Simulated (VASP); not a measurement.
Al3Bi2O:

```
Al Bi O
1.0
     9.48952    0.00000    0.00000
     0.00000    2.07697    3.90068
     0.00000   -2.07697    3.90068
Al Bi O
3 2 1
Direct
  0.65755 0.78874 0.78874
  0.34245 0.78874 0.78874
  0.50000 0.08018 0.08018
  0.80882 0.12675 0.12675
  0.19118 0.12675 0.12675
  0.50000 0.64372 0.64372
```

The cell was built from a structure type or drawn by symmetry, and may not be a known phase.

```yaml
Program: VASP 6.6.1
Task: relaxation of cell and atoms
Functional: PBE
Potentials_or_basis: VASP PAW PBE potentials, release 64 (Al, Bi_d, O)
Cutoff: 600 eV
k_mesh: 4 × 8 × 8
Occupations: gaussian, width 0.1 eV
Spin: no spin polarisation
```

At the start: pressure -0.3 GPa; volume 25.63 Å³/atom.

How do energy, volume and symmetry change on relaxing?

Over 61 steps the energy falls by 79.4 meV/atom and the volume is 23.81 Å³/atom (-7.1 %); space group Amm2 (No. 38, to 0.1 Å) before and after.

The path:
```
step  energy change (eV)  largest force (eV/Å)  pressure (GPa)  volume (Å³)
   1              0.0000                0.1120           -0.30       153.76
   3             -0.0028                0.0860            0.13       152.53
   5             -0.0038                0.0809           -0.04       152.80
   7             -0.0068                0.0501           -0.04       152.72
   9             -0.0078                0.0676            0.01       152.64
  11             -0.0114                0.0962            0.00       152.65
  13             -0.0117                0.1675            0.02       152.64
  15             -0.0129                0.1861            0.00       152.66
  17             -0.0196                0.3068           -0.02       152.72
  19             -0.0248                0.3654           -0.03       152.72
  21             -0.0433                0.2720            0.07       152.58
  23             -0.0615                0.7006            0.50       151.82
  25             -0.0748                0.3997            0.15       152.52
  27             -0.0951                0.3651           -1.78       156.32
  29             -0.1034                0.3047           -1.32       155.12
  31             -0.1930                0.5970           -1.28       153.00
  33              0.3428                1.2579            4.01       141.67
  35             -0.3997                0.5264            0.13       147.00
  37             -0.4294                0.3443           -0.25       147.62
  39             -0.4461                0.2314           -0.06       146.61
  41             -0.4582                0.1118            0.10       145.89
  43             -0.4642                0.0864           -0.18       146.30
  45             -0.4682                0.0778           -0.30       146.19
  47             -0.4702                0.1089            0.17       144.88
  49             -0.4726                0.0688            0.02       144.63
  51             -0.4742                0.0669           -0.27       144.69
  53             -0.4757                0.0527            0.04       143.42
  55             -0.4763                0.0323            0.05       142.90
  57             -0.4764                0.0207           -0.04       143.06
  59             -0.4765                0.0207           -0.03       143.00
  61             -0.4766                0.0099            0.02       142.87
```

Final structure:
```xyz
6
Lattice="10.2571 0.0000 0.0000 0.0000 1.6216 4.2948 0.0000 -1.6216 4.2948" Properties=species:S:1:pos:R:3 pbc="T T T"
Al    6.7043    0.0000    6.9662
Al    3.5527    0.0000    6.9662
Al    5.1285    0.0000    0.4329
Bi    8.3992    0.0000    0.9408
Bi    1.8578    0.0000    0.9408
O     5.1285    0.0000    5.6983
```

Caveat: an odd number of electrons without spin polarisation forces a metal; a magnetic or distorted state may lie lower.
